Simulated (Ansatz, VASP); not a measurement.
**GaP in VASP and in Ansatz**

```
Ga P
1.0
     0.00000    2.71922    2.71922
     2.71922    0.00000    2.71922
     2.71922    2.71922    0.00000
Ga P
1 1
Direct
  0.00000 0.00000 0.00000
  0.75000 0.75000 0.75000
```

Alike in both runs: functional PBEsol; k mesh 8 × 8 × 8; occupations gaussian, width 0.02 eV; no spin polarisation.

Ansatz relaxed the structure, and its values are those at the end. VASP's run is a single point on that final structure, the one shown.

|  | VASP | Ansatz |
| --- | --- | --- |
| version | VASP 6.6.1 | Ansatz 0.2.0 |
| potentials or method | VASP PAW PBE potentials, release 64 (Ga_d, P), cutoff 500 eV | scalar-relativistic, plane waves, PAW |
| valence electrons in the cell | 18 | 18 |

```tsv
	VASP	Ansatz	Ansatz less VASP
gap on the k mesh at the Fermi level (eV)	1.50	1.50	-0.003
least direct gap on the mesh (eV)	1.80	1.80	-0.007
pressure (GPa)	-0.1	0.0	+0.10
```

VASP's potentials were made for PBE, not for PBEsol.
